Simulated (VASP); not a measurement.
# LiCl (Fm-3m) in VASP: a series of runs

Aim: see how the results for LiCl move with the level of theory and the settings. Levels: PBE, HSE06. Tasks: single point.

Program: VASP 6.6.1. These are calculated values, not measurements. Logs are shortened: lines on timing, memory, paths and dates and some standing lists are left out, and cuts for length are marked.

### 1 The cell of the first run

It takes space group Fm-3m (No. 225, cubic). The conventional cell has a = 5.130 Å, b = 5.130 Å, c = 5.130 Å, α = 90.00°, β = 90.00°, γ = 90.00°. Li (site symmetry m-3m) has 6 Cl at 2.56 Å within 3.4 Å. Within 3.4 Å of Cl (site symmetry m-3m) lie 6 Li at 2.56 Å.

### 2 Single point, PBE

INCAR reads:

```
PREC = Accurate
ENCUT = 750
EDIFF = 1E-6
ISMEAR = 0
SIGMA = 0.15
LREAL = False
LASPH = True
NELM = 120
ALGO = Normal
ISIF = 2
LWAVE = False
LCHARG = False
GGA = PE
NBANDS = 12
GGA_COMPAT = False
```

KPOINTS reads:

```
Automatic mesh
0
Gamma
  2 2 2
```

POSCAR reads:

```
LiCl
1.0
    0.0000000000      2.5647700000      2.5647700000
    2.5647700000      0.0000000000      2.5647700000
    2.5647700000      2.5647700000      0.0000000000
Li Cl
1 1
Direct
    0.0000000000      0.0000000000      0.0000000000
    0.5000000000      0.5000000000      0.5000000000
```

Potentials or basis: VASP PAW PBE potentials, release 64 (Li_sv, Cl).

Run with:

```bash
$ cat potpaw_PBE.64/Li_sv/POTCAR potpaw_PBE.64/Cl/POTCAR > POTCAR
$ mpirun -np 1 vasp_std > vasp.out
```

OUTCAR:

```text
PREC = Accurate
   ENCUT = 750
   EDIFF = 1E-6
   ISMEAR = 0
   LREAL = False
   LASPH = True
   NELM = 120
   ISIF = 2
   GGA = PE

 ion  position               nearest neighbor table
   1  0.000  0.000  0.000-   2 2.56   2 2.56   2 2.56   2 2.56   2 2.56   2 2.56
   2  0.500  0.500  0.500-   1 2.56   1 2.56   1 2.56   1 2.56   1 2.56   1 2.56

  LATTYP: Found a face centered cubic cell.
 ALAT       =     5.1295400000

  Lattice vectors:

 A1 = (   0.0000000000,   2.5647700000,   2.5647700000)
 A2 = (   2.5647700000,   0.0000000000,   2.5647700000)
 A3 = (   2.5647700000,   2.5647700000,   0.0000000000)

Analysis of symmetry for initial positions (statically):
=====================================================================
 Subroutine PRICEL returns:
 Original cell was already a primitive cell.

 Routine SETGRP: Setting up the symmetry group for a
 face centered cubic supercell.

 Subroutine GETGRP returns: Found 48 space group operations
 (whereof 48 operations were pure point group operations)
 out of a pool of 48 trial point group operations.

The static configuration has the point symmetry O_h .

Analysis of symmetry for dynamics (positions and initial velocities):
=====================================================================
 Subroutine PRICEL returns:
 Original cell was already a primitive cell.

 Routine SETGRP: Setting up the symmetry group for a
 face centered cubic supercell.

 Subroutine GETGRP returns: Found 48 space group operations
 (whereof 48 operations were pure point group operations)
 out of a pool of 48 trial point group operations.

The dynamic configuration has the point symmetry O_h .

 Subroutine INISYM returns: Found 48 space group operations
 (whereof 48 operations are pure point group operations),
 and found     1 'primitive' translations

----------------------------------------------------------------------------------------

                                     Primitive cell

  volume of cell :      33.7423

  direct lattice vectors                    reciprocal lattice vectors
     0.000000000  2.564770000  2.564770000    -0.194949255  0.194949255  0.194949255
     2.564770000  0.000000000  2.564770000     0.194949255 -0.194949255  0.194949255
     2.564770000  2.564770000  0.000000000     0.194949255  0.194949255 -0.194949255

  length of vectors
     3.627132518  3.627132518  3.627132518     0.337662014  0.337662014  0.337662014

  position of ions in fractional coordinates (direct lattice)
     0.000000000  0.000000000  0.000000000
     0.500000000  0.500000000  0.500000000

[... 64 lines left out ...]
   PSTRESS=    0.0 pullay stress
   NELECT =      10.0000    total number of electrons
   NUPDOWN=      -1.0000    fix difference up-down
   EMIN   =  10.00;   EMAX   =-10.00  energy-range for DOS
   EFERMI =   0.00;   METHOD = LEGACY
   ISMEAR =     0;   SIGMA  =   0.15  broadening in eV -4-tet -1-fermi 0-gaus
   EFERMI_NEDOS =   21; number of points for ismear=-14 and -15
   IALGO  =     38    algorithm
   IMIX   =      4    mixing-type and parameters
     AMIX     =   0.40;   BMIX     =  1.00
     AMIX_MAG =   1.60;   BMIX_MAG =  1.00
  volume/ion in A,a.u.               =      16.87       113.85
  Fermi-wavevector in a.u.,A,eV,Ry     =   1.091482  2.062601 16.209056  1.191332
  Thomas-Fermi vector in A             =   2.227728
   LORBIT       =      0    0 simple, 1 ext, 2 COOP (PROOUT), +10 PAW based schemes
   GGA     = PE    functional components
   LHFCALC =     F    Hartree Fock is set to
   AEXX    =    0.0000 exact exchange contribution
   IVDW    =     0    specifies the selected vdW correction
   LEPSILON=     F    determine dielectric tensor
   LRPA    =     F    only Hartree local field effects (RPA)
 non-spin polarized calculation
 Gauss-broadening in eV      SIGMA  =   0.15
  energy-cutoff  :      750.00
  volume of cell :       33.74
 maximum number of plane-waves:      1591
   NGX = 17   NGY = 17   NGZ = 17

 number of electron      10.0000002 magnetization

 Free energy of the ion-electron system (eV)
  ---------------------------------------------------
  ext. energy  EPLUGINS =         0.00000000
  ---------------------------------------------------
  free energy    TOTEN  =        -6.84590399 eV

  energy without entropy =       -6.84590399  energy(sigma->0) =       -6.84590399

 E-fermi :   1.6549     XC(G=0):  -8.6315

 val. band max:        0.8279847792   @ k =   0.0000   0.0000   0.0000
 cond. band min:       7.0682339150   @ k =   0.0000   0.0000   0.0000
 fundamental gap:      6.2402491358
 Fermi energy:         1.6548701950

 k-point     1 :       0.0000    0.0000    0.0000
  band No.  band energies     occupation
      1     -43.0934      2.00000
      2     -12.5471      2.00000
      3       0.8280      2.00000
      4       0.8280      2.00000
      5       0.8280      2.00000
      6       7.0682      0.00000
      7      12.6373      0.00000
      8      12.6373      0.00000
      9      12.6373      0.00000
     10      15.1420      0.00000
     11      15.1420      0.00000
     12      15.1746      0.00000
[... 16 lines left out ...]
 k-point     3 :       0.5000    0.5000    0.0000
  band No.  band energies     occupation
      1     -43.0900      2.00000
      2     -11.7106      2.00000
      3      -2.1230      2.00000
      4      -0.2998      2.00000
      5      -0.2998      2.00000
      6       8.5305      0.00000
      7       9.0015      0.00000
      8      13.2247      0.00000
      9      14.7975      0.00000
     10      14.7975      0.00000
     11      17.7403      0.00000
     12      19.3551      0.00000

------------------------ aborting loop because EDIFF is reached ----------------------------------------

  FORCE on cell =-STRESS in cart. coord.  units (eV):
  Direction    XX          YY          ZZ          XY          YZ          ZX
  --------------------------------------------------------------------------------------
  -------------------------------------------------------------------------------------
  Total        1.1970117      1.1970117      1.1970117     -0.0000000      0.0000000      0.0000000
  in kB       56.8373336     56.8373336     56.8373336     -0.0000000      0.0000000      0.0000000
  external PRESSURE =      56.8373336 kB  Pullay stress =       0.0000000 kB

 VOLUME and BASIS-vectors are now :
 -----------------------------------------------------------------------------
  energy-cutoff  :      750.00
  volume of cell :       33.74
      direct lattice vectors                 reciprocal lattice vectors
     0.000000000  2.564770000  2.564770000    -0.194949255  0.194949255  0.194949255
     2.564770000  0.000000000  2.564770000     0.194949255 -0.194949255  0.194949255
     2.564770000  2.564770000  0.000000000     0.194949255  0.194949255 -0.194949255

 POSITION                                       TOTAL-FORCE (eV/Angst)
 -----------------------------------------------------------------------------------
      0.00000      0.00000      0.00000         0.000000     -0.000000     -0.000000
      2.56477      2.56477      2.56477        -0.000000      0.000000      0.000000
 -----------------------------------------------------------------------------------
    total drift:                               -0.000000     -0.000000      0.000000

  FREE ENERGIE OF THE ION-ELECTRON SYSTEM (eV)
  ---------------------------------------------------
  free  energy   TOTEN  =        -6.8459039859 eV

  energy  without entropy=       -6.8459039859  energy(sigma->0) =       -6.84590399
```

stdout:

```text
POSCAR found type information on POSCAR LiCl
 POSCAR found :  2 types and       2 ions
 scaLAPACK will be used
 LDA part: xc-table for (Slater+PW92), standard interpolation
 POSCAR, INCAR and KPOINTS ok, starting setup
 FFT: planning ... GRIDC
 FFT: planning ... GRID_SOFT
 FFT: planning ... GRID
 WAVECAR not read
 entering main loop
```

Run time: 3.1 s. Hardware: 1 thread of Intel Xeon Platinum 8488C (Sapphire Rapids), shared host; peak memory 0.16 GiB.

Results:

```
Free energy            : -6.8459 eV
Pressure               : 5.7 GPa
Band gap on the k mesh : 6.24 eV
```

Levels at points of the mesh, in eV from the valence-band top:
```csv
k point,band 1,band 2,band 3,band 4,band 5,band 6,band 7,band 8,band 9,band 10
"(0.00, 0.00, 0.00)",-43.92,-13.38,0.00,0.00,0.00,6.24,11.81,11.81,11.81,14.31
"(0.50, 0.00, 0.00)",-43.92,-12.79,-2.87,-0.26,-0.26,6.64,9.32,9.32,12.92,16.74
"(0.50, 0.50, 0.00)",-43.92,-12.54,-2.95,-1.13,-1.13,7.70,8.17,12.40,13.97,13.97
```

Caveat: the k points lie up to 1.06 Å⁻¹ apart.

(Part 1 of 2 ends here.)
